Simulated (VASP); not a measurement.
# SnO2 (Pm) in VASP: single point with LDA

Aim: the single point of SnO2 with LDA.

All numbers are computed with VASP 6.6.1; they aren't measurements. Logs are shortened: lines on timing, memory, paths and dates and some standing lists are left out, and cuts for length are marked.

## Step 1: The cell of the first run

The typed cell holds 6 atoms: a = 4.721 Å, b = 4.724 Å, c = 3.190 Å, α = 90.00°, β = 90.00°, γ = 90.00°.

## Step 2: Single point, LDA (atom 1 (Sn) moved +0.030 Å towards its neighbour atom 4 (O) at 2.044 Å)

Input file INCAR:

```
SYSTEM = SnO2
PREC = Accurate
ENCUT = 520
EDIFF = 1E-6
ISMEAR = 0
SIGMA = 0.05
LREAL = .FALSE.
LASPH = .TRUE.
NELM = 100
ALGO = Normal
ISIF = 2
LWAVE = .FALSE.
LCHARG = .TRUE.
GGA = CA
LELF = .TRUE.
LVHAR = .TRUE.
NBANDS = 35
```

Input file KPOINTS:

```
regular mesh
0
G
  6 6 8
  0 0 0
```

Input file POSCAR:

```
SnO2
1.0
    4.7212714757      0.0000000000      0.0000000000
    0.0000000000      4.7242464866      0.0000000000
    0.0000000000      0.0000000000      3.1900194031
Sn O
2 4
Direct
    0.5044843108      0.4955009382      0.5000000000
    0.0000000000      0.0000000000      0.0000000000
    0.3055669669      0.3065721211      0.0000000000
    0.8055669669      0.1934278789      0.5000000000
    0.1944330331      0.8065721211      0.5000000000
    0.6944330331      0.6934278789      0.0000000000
```

Potentials or basis: VASP PAW LDA potentials, release 64 (Sn_d, O).

On the command line:

```bash
$ cat potpaw_LDA.64/Sn_d/POTCAR potpaw_LDA.64/O/POTCAR > POTCAR
$ mpirun -np 1 vasp_std > vasp.out
```

OUTCAR:

```text
SYSTEM = SnO2
   PREC = Accurate
   ENCUT = 520
   EDIFF = 1E-6
   ISMEAR = 0
   LREAL = .FALSE.
   LASPH = .TRUE.
   NELM = 100
   ISIF = 2
   GGA = CA

 ion  position               nearest neighbor table
   1  0.504  0.496  0.500-   4 2.01   6 2.05   6 2.05   3 2.05   3 2.05   5 2.07   2 3.67   2 3.67
                             2 3.70   2 3.70   2 3.70   2 3.70   2 3.73   2 3.73
   2  0.000  0.000  0.000-   3 2.04   6 2.04   5 2.05   4 2.05   4 2.05   5 2.05   1 3.67   1 3.67
                             1 3.70   1 3.70   1 3.70   1 3.70   1 3.73   1 3.73
   3  0.306  0.307  0.000-   2 2.04   1 2.05   1 2.05
   4  0.806  0.193  0.500-   1 2.01   2 2.05   2 2.05
   5  0.194  0.807  0.500-   2 2.05   2 2.05   1 2.07
   6  0.694  0.693  0.000-   2 2.04   1 2.05   1 2.05

  LATTYP: Found a simple orthorhombic cell.
 ALAT       =     3.1900194031
 B/A-ratio  =     1.4800134040
 C/A-ratio  =     1.4809460037

  Lattice vectors:

 A1 = (   0.0000000000,   0.0000000000,   3.1900194031)
 A2 = (   4.7212714757,   0.0000000000,   0.0000000000)
 A3 = (   0.0000000000,   4.7242464866,   0.0000000000)

Analysis of symmetry for initial positions (statically):
=====================================================================
 Subroutine PRICEL returns:
 Original cell was already a primitive cell.

 Routine SETGRP: Setting up the symmetry group for a
 simple orthorhombic supercell.

 Subroutine GETGRP returns: Found  2 space group operations
 (whereof  2 operations were pure point group operations)
 out of a pool of  8 trial point group operations.

The static configuration has the point symmetry C_1h.

Analysis of symmetry for dynamics (positions and initial velocities):
=====================================================================
 Subroutine PRICEL returns:
 Original cell was already a primitive cell.

 Routine SETGRP: Setting up the symmetry group for a
 simple orthorhombic supercell.

 Subroutine GETGRP returns: Found  2 space group operations
 (whereof  2 operations were pure point group operations)
 out of a pool of  8 trial point group operations.

The dynamic configuration has the point symmetry C_1h.

 Subroutine INISYM returns: Found  2 space group operations
 (whereof  2 operations are pure point group operations),
 and found     1 'primitive' translations

----------------------------------------------------------------------------------------

                                     Primitive cell

  volume of cell :      71.1516

  direct lattice vectors                    reciprocal lattice vectors
     4.721271476  0.000000000  0.000000000     0.211807350  0.000000000  0.000000000
     0.000000000  4.724246487  0.000000000     0.000000000  0.211673968  0.000000000
     0.000000000  0.000000000  3.190019403     0.000000000  0.000000000  0.313477717

  length of vectors
     4.721271476  4.724246487  3.190019403     0.211807350  0.211673968  0.313477717

  position of ions in fractional coordinates (direct lattice)
     0.504484311  0.495500938  0.500000000
     0.000000000  0.000000000  0.000000000
     0.305566967  0.306572121  0.000000000
     0.805566967  0.193427879  0.500000000
     0.194433033  0.806572121  0.500000000
     0.694433033  0.693427879  0.000000000

  ion indices of the primitive-cell ions
   primitive index   ion index
                 1           1
                 2           2
                 3           3
                 4           4
                 5           5
                 6           6

----------------------------------------------------------------------------------------

 KPOINTS: regular mesh

Automatic generation of k-mesh.
 Grid dimensions read from file:
 generate k-points for:    6    6    8

 Generating k-lattice:

  Cartesian coordinates                     Fractional coordinates (reciprocal lattice)
     0.035301225  0.000000000  0.000000000     0.166666667  0.000000000  0.000000000
     0.000000000  0.035278995  0.000000000     0.000000000  0.166666667  0.000000000
     0.000000000  0.000000000  0.039184715     0.000000000  0.000000000  0.125000000

  Length of vectors
     0.035301225  0.035278995  0.039184715

  Shift w.r.t. Gamma in fractional coordinates (k-lattice)
     0.000000000  0.000000000  0.000000000

 Subroutine IBZKPT returns following result:
 ===========================================

 Found    100 irreducible k-points:

 Following reciprocal coordinates:
            Coordinates               Weight
  0.000000  0.000000  0.000000      1.000000
  0.166667  0.000000  0.000000      2.000000
  0.333333  0.000000  0.000000      2.000000
  0.500000  0.000000  0.000000      1.000000
  0.000000  0.166667  0.000000      2.000000
  0.166667  0.166667  0.000000      2.000000
[... 16 lines left out ...]
  0.333333  0.000000  0.125000      4.000000
  0.500000  0.000000  0.125000      2.000000
 [... further k-points ...]
   k-points           NKPTS =    100   k-points in BZ     NKDIM =    100   number of bands    NBANDS=     35
   number of dos      NEDOS =    301   number of ions     NIONS =      6
   total plane-waves  NPLWV =  31104
   dimension x,y,z NGX =    36 NGY =   36 NGZ =   24
   dimension x,y,z NGXF=    72 NGYF=   72 NGZF=   48
   ions per type =               2   4
   NGX,Y,Z   is equivalent  to a cutoff of  12.68, 12.67, 12.51 a.u.
   NGXF,Y,Z  is equivalent  to a cutoff of  25.35, 25.34, 25.01 a.u.
 SYSTEM =  SnO2
   PREC   = accura    normal or accurate (medium, high low for compatibility)
   ISTART =      0    job   : 0-new  1-cont  2-samecut
   ICHARG =      2    charge: 1-file 2-atom 10-const
   ISPIN  =      1    spin polarized calculation?
   LNONCOLLINEAR =      F non collinear calculations
   LSORBIT =      F    spin-orbit coupling
   LASPH  =      T    aspherical Exc in radial PAW
   ENCUT  =  520.0 eV  38.22 Ry    6.18 a.u.   8.78  8.78  5.93*2*pi/ulx,y,z
   NELM   =    100;   NELMIN=  2; NELMDL= -5     # of ELM steps
   EDIFF  = 0.1E-05   stopping-criterion for ELM
   LREAL  =      F    real-space projection
   EDIFFG = 0.1E-04   stopping-criterion for IOM
   NSW    =      0    number of steps for IOM
   IBRION =     -1    ionic relax: 0-MD 1-quasi-New 2-CG
   NFREE  =      0    steps in history (QN), initial steepest desc. (CG)
   ISIF   =      2    stress and relaxation
   ISYM   =      2    0-nonsym 1-usesym 2-fastsym
   POTIM  = 0.5000    time-step for ionic-motion
   TEBEG  =    0.0;   TEEND  =   0.0 temperature during run
   PSTRESS=    0.0 pullay stress
   NELECT =      52.0000    total number of electrons
   NUPDOWN=      -1.0000    fix difference up-down
   EMIN   =  10.00;   EMAX   =-10.00  energy-range for DOS
   EFERMI =   0.00;   METHOD = LEGACY
   ISMEAR =     0;   SIGMA  =   0.05  broadening in eV -4-tet -1-fermi 0-gaus
   EFERMI_NEDOS =   21; number of points for ismear=-14 and -15
   IALGO  =     38    algorithm
   IMIX   =      4    mixing-type and parameters
     AMIX     =   0.40;   BMIX     =  1.00
     AMIX_MAG =   1.60;   BMIX_MAG =  1.00
  volume/ion in A,a.u.               =      11.86        80.03
  Fermi-wavevector in a.u.,A,eV,Ry     =   1.474623  2.786633 29.586044  2.174513
  Thomas-Fermi vector in A             =   2.589372
   LORBIT       =      0    0 simple, 1 ext, 2 COOP (PROOUT), +10 PAW based schemes
   GGA     = CA    functional components
   LHFCALC =     F    Hartree Fock is set to
   AEXX    =    0.0000 exact exchange contribution
   IVDW    =     0    specifies the selected vdW correction
   LEPSILON=     F    determine dielectric tensor
   LRPA    =     F    only Hartree local field effects (RPA)
 non-spin polarized calculation
 Gauss-broadening in eV      SIGMA  =   0.05
  energy-cutoff  :      520.00
  volume of cell :       71.15
 maximum number of plane-waves:      1944
 NGX is ok and might be reduce to    36
   NGX = 17   NGY = 17   NGZ = 11

 number of electron      51.9999993 magnetization

 Free energy of the ion-electron system (eV)
  ---------------------------------------------------
  ext. energy  EPLUGINS =         0.00000000
  ---------------------------------------------------
  free energy    TOTEN  =       -42.26880650 eV

  energy without entropy =      -42.26880650  energy(sigma->0) =      -42.26880650

 E-fermi :   6.2560     XC(G=0): -11.8307

 val. band max:        5.9404588206   @ k =   0.0000   0.0000   0.0000
 cond. band min:       7.1294332035   @ k =   0.0000   0.0000   0.0000
 fundamental gap:      1.1889743829
 Fermi energy:         6.2559907605

 k-point     1 :       0.0000    0.0000    0.0000
  band No.  band energies     occupation
      1     -15.0888      2.00000
      2     -14.3052      2.00000
      3     -14.0311      2.00000
      4     -14.0117      2.00000
      5     -14.0113      2.00000
      6     -13.9369      2.00000
[... 27 lines left out ...]
     34      17.9134      0.00000
     35      18.3235      0.00000

 k-point     2 :       0.1667    0.0000    0.0000
  band No.  band energies     occupation
      1     -15.0460      2.00000
      2     -14.3545      2.00000
      3     -14.0307      2.00000
      4     -14.0096      2.00000
      5     -14.0092      2.00000
      6     -13.9716      2.00000
[... 27 lines left out ...]
     34      17.8965      0.00000
     35      18.2765      0.00000

 k-point     3 :       0.3333    0.0000    0.0000
  band No.  band energies     occupation
      1     -14.9225      2.00000
      2     -14.5136      2.00000
      3     -14.0296      2.00000
      4     -14.0128      2.00000
      5     -14.0054      2.00000
      6     -14.0049      2.00000
[... 27 lines left out ...]
     34      17.9538      0.00000
     35      18.2147      0.00000
[... 723 lines left out ...]
 k-point    23 :       0.3333    0.0000    0.1250
  band No.  band energies     occupation
      1     -14.8667      2.00000
      2     -14.4899      2.00000
      3     -14.1586      2.00000
      4     -14.1509      2.00000
      5     -13.9774      2.00000
      6     -13.9395      2.00000
[... 27 lines left out ...]
     34      18.0172      0.00000
     35      18.2028      0.00000

 k-point    24 :       0.5000    0.0000    0.1250
  band No.  band energies     occupation
      1     -14.7213      2.00000
      2     -14.6672      2.00000
      3     -14.1582      2.00000
      4     -14.1525      2.00000
      5     -13.9584      2.00000
      6     -13.9538      2.00000
[... 27 lines left out ...]
     34      18.1544      0.00000
     35      18.3794      0.00000

 [... further k-points ...]
[... 5 lines left out ...]
  --------------------------------------------------------------------------------------
  -------------------------------------------------------------------------------------
  Total        0.4613286      0.4566244      0.6301679     -0.0630381      0.0000000      0.0000000
  in kB       10.3881005     10.2821722     14.1899869     -1.4194777      0.0000000      0.0000000
  external PRESSURE =      11.6200865 kB  Pullay stress =       0.0000000 kB

 VOLUME and BASIS-vectors are now :
 -----------------------------------------------------------------------------
  energy-cutoff  :      520.00
  volume of cell :       71.15
      direct lattice vectors                 reciprocal lattice vectors
     4.721271476  0.000000000  0.000000000     0.211807350  0.000000000  0.000000000
     0.000000000  4.724246487  0.000000000     0.000000000  0.211673968  0.000000000
     0.000000000  0.000000000  3.190019403     0.000000000  0.000000000  0.313477717

 POSITION                                       TOTAL-FORCE (eV/Angst)
 -----------------------------------------------------------------------------------
      2.38181      2.34087      1.59501        -0.521208      0.522969      0.000000
      0.00000      0.00000      0.00000         0.196572     -0.196515      0.000000
      1.44266      1.44832      0.00000         0.002789     -0.029907      0.000000
      3.80330      0.91380      1.59501         0.152693     -0.151470      0.000000
      0.91797      3.81045      1.59501         0.141464     -0.144048      0.000000
      3.27861      3.27592      0.00000         0.027690     -0.001029      0.000000
 -----------------------------------------------------------------------------------
    total drift:                                0.000062     -0.000032      0.000000

  FREE ENERGIE OF THE ION-ELECTRON SYSTEM (eV)
  ---------------------------------------------------
  free  energy   TOTEN  =       -42.2688064985 eV

  energy  without entropy=      -42.2688064985  energy(sigma->0) =      -42.26880650
```

Wall time 2 min (1 thread of Intel Xeon Platinum 8375C at 2.90GHz (Ice Lake), shared host); peak memory 0.29 GiB.

Results:

| Item | Value |
| --- | --- |
| Free energy | -42.2688 eV |
| Pressure | 1.2 GPa |
| Largest force | 0.738 eV/Å |
| Band gap on the k mesh | 1.19 eV |

Forces in eV/Å, atoms in the order of the input:
```
Sn  -0.521  0.523  0.000
Sn   0.197 -0.197  0.000
O    0.003 -0.030  0.000
O    0.153 -0.151  0.000
O    0.141 -0.144  0.000
O    0.028 -0.001  0.000
```

Caveat: the cell differs from its parent crystal (atom 1 (Sn) moved +0.030 Å towards its neighbour atom 4 (O) at 2.044 Å); spin-orbit coupling is left out, which moves the levels of the heavy elements.
